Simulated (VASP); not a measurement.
# Cr (Im-3m) in VASP: notebook

Cr is run at these levels: PBE; tasks: single point.

Program: VASP 6.6.1. These are calculated values, not measurements. Logs are shortened: lines on timing, memory, paths and dates and some standing lists are left out, and cuts for length are marked.

## Step 1: The cell of the first run

It takes space group Im-3m (No. 229, cubic). The conventional cell has a = 2.848 Å, b = 2.848 Å, c = 2.848 Å, α = 90.00°, β = 90.00°, γ = 90.00°. Cr (site symmetry m-3m) has 14 Cr at 2.47 to 2.85 Å within 3.3 Å.

## Step 2: Single point, PBE

Input file INCAR:

```
SYSTEM = Cr
  ALGO = Fast
  EDIFF = 1E-6
  ENCUT = 520
  GGA = PE
  ISIF = 2
  ISMEAR = 0
  LASPH = .True.
  LCHARG = .False.
  LREAL = .False.
  LWAVE = .False.
  NBANDS = 12
  NELM = 100
  PREC = Accurate
  SIGMA = 0.05
```

Input file KPOINTS:

```
k-points
0
Gamma
  22 22 22
  0 0 0
```

Input file POSCAR:

```
Cr
1.0
   -1.4241107220      1.4241107220      1.4241107220
    1.4241107220     -1.4241107220      1.4241107220
    1.4241107220      1.4241107220     -1.4241107220
Cr
1
Direct
    0.0000000000      0.0000000000      0.0000000000
```

Potentials or basis: VASP PAW PBE potentials, release 64 (Cr_pv).

On the command line:

```bash
cat potpaw_PBE.64/Cr_pv/POTCAR > POTCAR
mpirun -np 1 vasp_std > vasp.out
```

OUTCAR:

```text
SYSTEM = Cr
   EDIFF = 1E-6
   ENCUT = 520
   GGA = PE
   ISIF = 2
   ISMEAR = 0
   LASPH = .True.
   LREAL = .False.
   NELM = 100
   PREC = Accurate

 ion  position               nearest neighbor table
   1  0.000  0.000  0.000-

  LATTYP: Found a body centered cubic cell.
 ALAT       =     2.8482214440

  Lattice vectors:

 A1 = (  -1.4241107220,   1.4241107220,   1.4241107220)
 A2 = (   1.4241107220,  -1.4241107220,   1.4241107220)
 A3 = (   1.4241107220,   1.4241107220,  -1.4241107220)

Analysis of symmetry for initial positions (statically):
=====================================================================
 Subroutine PRICEL returns:
 Original cell was already a primitive cell.

 Routine SETGRP: Setting up the symmetry group for a
 body centered cubic supercell.

 Subroutine GETGRP returns: Found 48 space group operations
 (whereof 48 operations were pure point group operations)
 out of a pool of 48 trial point group operations.

The static configuration has the point symmetry O_h .

Analysis of symmetry for dynamics (positions and initial velocities):
=====================================================================
 Subroutine PRICEL returns:
 Original cell was already a primitive cell.

 Routine SETGRP: Setting up the symmetry group for a
 body centered cubic supercell.

 Subroutine GETGRP returns: Found 48 space group operations
 (whereof 48 operations were pure point group operations)
 out of a pool of 48 trial point group operations.

The dynamic configuration has the point symmetry O_h .

 Subroutine INISYM returns: Found 48 space group operations
 (whereof 48 operations are pure point group operations),
 and found     1 'primitive' translations

----------------------------------------------------------------------------------------

                                     Primitive cell

  volume of cell :      11.5529

  direct lattice vectors                    reciprocal lattice vectors
    -1.424110722  1.424110722  1.424110722     0.000000000  0.351096296  0.351096296
     1.424110722 -1.424110722  1.424110722     0.351096296  0.000000000  0.351096296
     1.424110722  1.424110722 -1.424110722     0.351096296  0.351096296  0.000000000

  length of vectors
     2.466632126  2.466632126  2.466632126     0.496525144  0.496525144  0.496525144

[... 84 lines left out ...]
   ISIF   =      2    stress and relaxation
   ISYM   =      2    0-nonsym 1-usesym 2-fastsym
   POTIM  = 0.5000    time-step for ionic-motion
   TEBEG  =    0.0;   TEEND  =   0.0 temperature during run
   PSTRESS=    0.0 pullay stress
   NELECT =      12.0000    total number of electrons
   NUPDOWN=      -1.0000    fix difference up-down
   EMIN   =  10.00;   EMAX   =-10.00  energy-range for DOS
   EFERMI =   0.00;   METHOD = LEGACY
   ISMEAR =     0;   SIGMA  =   0.05  broadening in eV -4-tet -1-fermi 0-gaus
   EFERMI_NEDOS =   21; number of points for ismear=-14 and -15
   IALGO  =     68    algorithm
   IMIX   =      4    mixing-type and parameters
     AMIX     =   0.40;   BMIX     =  1.00
     AMIX_MAG =   1.60;   BMIX_MAG =  1.00
  volume/ion in A,a.u.               =      11.55        77.96
  Fermi-wavevector in a.u.,A,eV,Ry     =   1.657950  3.133072 37.399681  2.748799
  Thomas-Fermi vector in A             =   2.745615
   LORBIT       =      0    0 simple, 1 ext, 2 COOP (PROOUT), +10 PAW based schemes
   GGA     = PE    functional components
   LHFCALC =     F    Hartree Fock is set to
   AEXX    =    0.0000 exact exchange contribution
   IVDW    =     0    specifies the selected vdW correction
   LEPSILON=     F    determine dielectric tensor
   LRPA    =     F    only Hartree local field effects (RPA)
 non-spin polarized calculation
 RMM-DIIS sequential band-by-band and
 Gauss-broadening in eV      SIGMA  =   0.05
  energy-cutoff  :      520.00
  volume of cell :       11.55
 maximum number of plane-waves:       325
   NGX =  9   NGY =  9   NGZ =  9

 number of electron      11.9999994 magnetization

 Free energy of the ion-electron system (eV)
  ---------------------------------------------------
  ext. energy  EPLUGINS =         0.00000000
  ---------------------------------------------------
  free energy    TOTEN  =        -9.51458891 eV

  energy without entropy =       -9.51325522  energy(sigma->0) =       -9.51392207

 E-fermi :  10.9725     XC(G=0): -13.6733

 val. band max:       10.9665897280   @ k =  -0.1818   0.1818   0.0455
 cond. band min:      10.9768431389   @ k =  -0.4091   0.4545   0.2727
 fundamental gap:      0.0102534110
 Fermi energy:        10.9724726304

 k-point     1 :       0.0000    0.0000    0.0000
  band No.  band energies     occupation
      1     -31.7620      2.00000
      2     -31.7620      2.00000
      3     -31.7620      2.00000
      4       3.1135      2.00000
      5      10.0553      2.00000
      6      10.0553      2.00000
      7      10.0553      2.00000
      8      12.1082      0.00000
      9      12.1082      0.00000
     10      18.0694      0.00000
     11      33.2712      0.00000
     12      33.2712      0.00000
[... 331 lines left out ...]
 k-point    24 :       0.1364    0.0909   -0.0000
  band No.  band energies     occupation
      1     -32.0784      2.00000
      2     -31.8437      2.00000
      3     -31.7863      2.00000
      4       4.6997      2.00000
      5       9.5625      2.00000
      6       9.6924      2.00000
      7      11.2233      0.00000
      8      11.6602      0.00000
      9      12.2382      0.00000
     10      18.0691      0.00000
     11      30.0601      0.00000
     12      31.4055      0.00000

 [... further k-points ...]

------------------------ aborting loop because EDIFF is reached ----------------------------------------

  FORCE on cell =-STRESS in cart. coord.  units (eV):
  Direction    XX          YY          ZZ          XY          YZ          ZX
  --------------------------------------------------------------------------------------
  -------------------------------------------------------------------------------------
  Total       -0.0141879     -0.0141879     -0.0141879     -0.0000000     -0.0000000      0.0000000
  in kB       -1.9675991     -1.9675991     -1.9675991     -0.0000000     -0.0000000      0.0000000
  external PRESSURE =      -1.9675991 kB  Pullay stress =       0.0000000 kB

 VOLUME and BASIS-vectors are now :
 -----------------------------------------------------------------------------
  energy-cutoff  :      520.00
  volume of cell :       11.55
      direct lattice vectors                 reciprocal lattice vectors
    -1.424110722  1.424110722  1.424110722     0.000000000  0.351096296  0.351096296
     1.424110722 -1.424110722  1.424110722     0.351096296  0.000000000  0.351096296
     1.424110722  1.424110722 -1.424110722     0.351096296  0.351096296  0.000000000

 POSITION                                       TOTAL-FORCE (eV/Angst)
 -----------------------------------------------------------------------------------
      0.00000      0.00000      0.00000         0.000000     -0.000000      0.000000
 -----------------------------------------------------------------------------------
    total drift:                                0.000000     -0.000000      0.000000

  FREE ENERGIE OF THE ION-ELECTRON SYSTEM (eV)
  ---------------------------------------------------
  free  energy   TOTEN  =        -9.5145889141 eV

  energy  without entropy=       -9.5132552166  energy(sigma->0) =       -9.51392207
```

OSZICAR:

```text
N       E                     dE             d eps       ncg     rms          rms(c)
DAV:   1     0.802444803682E+02    0.80244E+02   -0.70813E+03  7936   0.120E+03
DAV:   2    -0.995063959756E+01   -0.90195E+02   -0.86894E+02  8044   0.297E+02
DAV:   3    -0.111830901353E+02   -0.12325E+01   -0.12261E+01  8744   0.413E+01
DAV:   4    -0.111896016642E+02   -0.65115E-02   -0.65113E-02  8392   0.301E+00
DAV:   5    -0.111896800505E+02   -0.78386E-04   -0.78386E-04  8544   0.304E-01    0.129E+01
RMM:   6    -0.953934359813E+01    0.16503E+01   -0.40955E+00  8409   0.240E+01    0.197E+00
RMM:   7    -0.952448578483E+01    0.14858E-01   -0.67025E-02  8769   0.316E+00    0.108E+00
RMM:   8    -0.951525169924E+01    0.92341E-02   -0.93841E-03  9036   0.107E+00    0.252E-01
RMM:   9    -0.951457810025E+01    0.67360E-03   -0.23639E-03  8984   0.628E-01    0.430E-02
RMM:  10    -0.951459423191E+01   -0.16132E-04   -0.15779E-04  9296   0.190E-01    0.139E-02
RMM:  11    -0.951458900474E+01    0.52272E-05   -0.27320E-05  9393   0.721E-02    0.418E-03
RMM:  12    -0.951458891412E+01    0.90622E-07   -0.22818E-06  6830   0.206E-02
   1 F= -.95145889E+01 E0= -.95139221E+01  d E =-.133370E-02
```

stdout:

```text
POSCAR found type information on POSCAR Cr
 POSCAR found :  1 types and       1 ions
 scaLAPACK will be used
 LDA part: xc-table for (Slater+PW92), standard interpolation
 POSCAR, INCAR and KPOINTS ok, starting setup
 FFT: planning ... GRIDC
 FFT: planning ... GRID_SOFT
 FFT: planning ... GRID
 WAVECAR not read
 entering main loop
```

It took 18 s on 1 thread of AMD EPYC 9R45 (Zen 5), shared host; peak memory 0.12 GiB.

What came out:

- Free energy: -9.5146 eV
- Pressure: -0.2 GPa
- Band gap on the k mesh: zero (bands 6 and 7 overlap by 3.35 eV)

Levels at points of the mesh, in eV from the Fermi level:
| k point | band 3 | band 4 | band 5 | band 6 | band 7 | band 8 | band 9 | band 10 |
| --- | --- | --- | --- | --- | --- | --- | --- | --- |
| (0.00, 0.00, 0.00) | -42.73 | -7.86 | -0.92 | -0.92 | -0.92 | 1.14 | 1.14 | 7.10 |
| (0.50, 0.00, 0.00) | -42.74 | -4.43 | -2.46 | 1.11 | 1.13 | 1.47 | 2.83 | 7.09 |
| (0.50, 0.50, 0.50) | -43.36 | -4.31 | -4.31 | 2.43 | 2.43 | 2.43 | 7.09 | 10.60 |

Caveat: the run has no spin polarisation, though such a crystal can be magnetic. Spin polarisation is off, so any magnetic state and its effect on volume and gap are missing.

## Step 3: Single point, PBE, collinear spin, ferromagnetic start

This run uses another cell than the first one: it holds 2 atoms, not 1.

Input file INCAR:

```
ALGO = Fast ; EDIFF = 1E-7
ENCUT = 520 ; GGA = PE
ISIF = 2 ; ISMEAR = 0
ISPIN = 2 ; LASPH = T
LCHARG = F ; LMAXMIX = 4
LORBIT = 11 ; LREAL = F
LWAVE = F ; MAGMOM = 2 2
NBANDS = 23 ; NELM = 150
PREC = Accurate ; SIGMA = 0.05
```

Input file KPOINTS:

```
k-points
0
Gamma
  12 12 12
```

Input file POSCAR:

```
Cr
1.0
    2.8482214440      0.0000000000      0.0000000000
    0.0000000000      2.8482214440      0.0000000000
    0.0000000000      0.0000000000      2.8482214440
Cr
2
Direct
    0.0000000000      0.0000000000      0.0000000000
    0.5000000000      0.5000000000      0.5000000000
```

Potentials or basis: VASP PAW PBE potentials, release 64 (Cr_pv).

On the command line:

```bash
cat potpaw_PBE.64/Cr_pv/POTCAR > POTCAR
mpirun -np 1 vasp_std > vasp.out
```

Run time: 51 s. Hardware: 1 thread of AMD EPYC 9R45 (Zen 5), shared host; peak memory 0.16 GiB.

The run converged. Its results:

| Property | Result |
| --- | --- |
| Free energy | -19.0339 eV |
| Pressure | -0.7 GPa |
| Band gap on the k mesh | zero (filled and empty bands overlap) |
| Net moment | 0.00 μB per cell |
| Valence electrons inside the program's atomic spheres | Cr 11.06 |

Levels at points of the mesh, in eV from the Fermi level:
Spin up:
| k point | band 10 | band 11 | band 12 | band 13 | band 14 | band 15 |
| --- | --- | --- | --- | --- | --- | --- |
| (0.00, 0.00, 0.00) | -0.97 | -0.97 | -0.97 | 1.08 | 1.08 | 2.38 |
| (0.50, 0.00, 0.00) | -1.87 | -0.47 | -0.47 | -0.47 | -0.47 | 0.62 |
| (0.50, 0.50, 0.00) | -2.52 | 1.05 | 1.05 | 1.08 | 1.08 | 1.42 |
| (0.50, 0.50, 0.50) | -2.39 | -2.39 | -2.39 | 1.48 | 1.48 | 1.48 |
Spin down:
| k point | band 9 | band 10 | band 11 | band 12 | band 13 | band 14 | band 15 | band 16 |
| --- | --- | --- | --- | --- | --- | --- | --- | --- |
| (0.00, 0.00, 0.00) | -4.37 | -0.97 | -0.97 | -0.97 | 1.08 | 1.08 | 2.38 | 2.38 |
| (0.50, 0.00, 0.00) | -1.87 | -1.87 | -0.47 | -0.47 | -0.47 | -0.47 | 0.62 | 0.62 |
| (0.50, 0.50, 0.00) | -2.52 | -2.52 | 1.05 | 1.05 | 1.08 | 1.08 | 1.42 | 1.42 |
| (0.50, 0.50, 0.50) | -2.39 | -2.39 | -2.39 | -2.39 | 1.48 | 1.48 | 1.48 | 1.48 |

Caveat: an empty level that is flat over the whole mesh can mark a ghost state of the potentials, or a narrow d or f band; the moments typed at the start vanished in this run.

## Step 4: Single point, PBE, collinear spin, antiferromagnetic start

This run uses another cell than the first one: it holds 2 atoms, not 1.

Input file INCAR:

```
SYSTEM = Cr
PREC     = Accurate       ! precision mode
ENCUT    = 520            ! plane-wave cutoff, eV
EDIFF    = 1E-6           ! SCF threshold, eV
ISMEAR   = 0              ! smearing method
SIGMA    = 0.05           ! smearing width, eV
LREAL    = .FALSE.        ! projectors in reciprocal space
LASPH    = .TRUE.         ! aspherical terms in the spheres
NELM     = 150            ! most SCF steps
ALGO     = Fast           ! electronic algorithm
ISIF     = 2              ! what is computed and relaxed
LWAVE    = .FALSE.        ! write WAVECAR
LCHARG   = .TRUE.         ! write CHGCAR
ISPIN    = 2              ! spin polarisation
MAGMOM   = 2 -2           ! initial moments
LORBIT   = 11             ! projections on sites
LMAXMIX  = 4              ! l up to which the mixer works
GGA      = PE             ! functional
LELF     = .TRUE.         ! ELF
LVHAR    = .TRUE.       
NBANDS   = 23             ! bands
```

Input file KPOINTS:

```
Automatic mesh
0
G
  12 12 12
  0 0 0
```

POSCAR is that of step 3.

On the command line:

```bash
cat potpaw_PBE.64/Cr_pv/POTCAR > POTCAR
mpirun -np 1 vasp_std > vasp.out
```

Run time: 46 s. Hardware: 1 thread of AMD EPYC 9R45 (Zen 5), shared host; peak memory 0.16 GiB.

Results (log left out):

- Free energy: -19.0577 eV
- Pressure: 3.5 GPa
- Band gap on the k mesh: zero (filled and empty bands overlap)
- Net moment: 0.00 μB per cell
- Site moments: Cr +0.99, -0.99 μB
- Valence electrons inside the program's atomic spheres: Cr 11.06

Levels at points of the mesh, in eV from the Fermi level:
Spin up:
```
           k point  band 8  band 9  band 10  band 11  band 12  band 13  band 14  band 15  band 16  band 17
(0.00, 0.00, 0.00)   -4.28   -4.28    -0.91    -0.91    -0.91     1.24     1.24     2.61     2.61     2.61
(0.50, 0.00, 0.00)   -3.82   -2.08    -1.41    -0.79    -0.79     0.12     0.12     0.25     1.28     2.28
(0.50, 0.50, 0.00)   -4.34   -2.43    -2.43     1.13     1.13     1.13     1.16     1.34     1.96     2.97
(0.50, 0.50, 0.50)   -2.59   -2.59    -1.97    -1.97    -1.97     1.22     1.22     2.03     2.03     6.55
```
Spin down:
| k point | band 10 | band 11 | band 12 | band 13 | band 14 | band 15 |
| --- | --- | --- | --- | --- | --- | --- |
| (0.00, 0.00, 0.00) | -0.91 | -0.91 | -0.91 | 1.24 | 1.24 | 2.61 |
| (0.50, 0.00, 0.00) | -1.41 | -0.79 | -0.79 | 0.12 | 0.12 | 0.25 |
| (0.50, 0.50, 0.00) | -2.43 | 1.13 | 1.13 | 1.13 | 1.16 | 1.34 |
| (0.50, 0.50, 0.50) | -1.97 | -1.97 | -1.97 | 1.22 | 1.22 | 2.03 |

Caveat: the cell stands under pressure; the antiferromagnetic order is the one typed at the start, and another may lie lower.

## Step 5: Single point, PBE, collinear spin (11.28 Å³/atom)

This run uses another cell than the first one, of 11.28 Å³/atom.

Input file INCAR:

```
PREC = Accurate ; ENCUT = 520
EDIFF = 1E-7 ; ISMEAR = 0
SIGMA = 0.05 ; LREAL = False
LASPH = True ; NELM = 150
ALGO = Normal ; ISIF = 2
LWAVE = False ; LCHARG = False
ISPIN = 2 ; MAGMOM = 0.05
LORBIT = 11 ; LMAXMIX = 4
GGA = PE ; NBANDS = 16
```

Input file KPOINTS:

```
regular mesh
0
Gamma
  22 22 22
```

Input file POSCAR:

```
Cr
1.0
   -1.4128509749      1.4128509749      1.4128509749
    1.4128509749     -1.4128509749      1.4128509749
    1.4128509749      1.4128509749     -1.4128509749
Cr
1
Direct
    0.0000000000      0.0000000000      0.0000000000
```

On the command line:

```bash
cat potpaw_PBE.64/Cr_pv/POTCAR > POTCAR
mpirun -np 1 vasp_std > vasp.out
```

It took 50 s on 1 thread of AMD EPYC 9R45 (Zen 5), shared host; peak memory 0.16 GiB.

The run converged. Its results:

```yaml
Free_energy: -9.5099 eV
Pressure: 5.9 GPa
Band_gap_on_the_k_mesh: zero (filled and empty bands overlap)
Net_moment: 0.00 μB per cell
Valence_electrons_inside_the_program's_atomic_spheres: Cr 11.11
```

Levels at points of the mesh, in eV from the Fermi level:
Spin up:
| k point | band 2 | band 3 | band 4 | band 5 | band 6 | band 7 | band 8 | band 9 | band 10 | band 11 |
| --- | --- | --- | --- | --- | --- | --- | --- | --- | --- | --- |
| (0.00, 0.00, 0.00) | -42.70 | -42.70 | -7.95 | -0.95 | -0.95 | -0.95 | 1.17 | 1.17 | 7.11 | 22.48 |
| (0.50, 0.00, 0.00) | -43.01 | -42.71 | -4.56 | -2.55 | 1.17 | 1.17 | 1.52 | 2.92 | 7.10 | 10.20 |
| (0.50, 0.50, 0.50) | -43.38 | -43.38 | -4.47 | -4.47 | 2.52 | 2.52 | 2.52 | 7.11 | 10.82 | 10.82 |
Spin down:
| k point | band 3 | band 4 | band 5 | band 6 | band 7 | band 8 | band 9 | band 10 |
| --- | --- | --- | --- | --- | --- | --- | --- | --- |
| (0.00, 0.00, 0.00) | -42.70 | -7.95 | -0.95 | -0.95 | -0.95 | 1.17 | 1.17 | 7.11 |
| (0.50, 0.00, 0.00) | -42.71 | -4.56 | -2.55 | 1.17 | 1.17 | 1.52 | 2.92 | 7.10 |
| (0.50, 0.50, 0.50) | -43.38 | -4.47 | -4.47 | 2.52 | 2.52 | 2.52 | 7.11 | 10.82 |

Caveat: the cell stands under pressure.

## Step 6: Overview

```csv
spin,cell,k mesh,gap on the mesh (eV),pressure (GPa),moment (μB)
off,"a = 2.467 Å, angles 109.5°, 1 atom, atomic positions A",22 × 22 × 22,none,-0.2,-
"collinear, antiferromagnetic start","a = 2.848 Å, 2 atoms, atomic positions B",12 × 12 × 12,none,3.5,0.00
collinear,"a = 2.447 Å, angles 109.5°, 1 atom, atomic positions A",22 × 22 × 22,none,5.9,0.00
```

Alike in all rows: task single point; level PBE; potentials or basis VASP PAW PBE potentials, release 64 (Cr_pv); cutoff (eV) 520; smearing gaussian 0.05 eV.

Caveats: the cell stands under pressure (at least some runs); the antiferromagnetic order is the one typed at the start, and another may lie lower (at least some runs).

Total energies depend on the potentials used, so only differences within one code and one set of settings carry meaning.

The gap in the log of VASP goes by the Fermi energy; the results here count the filled bands.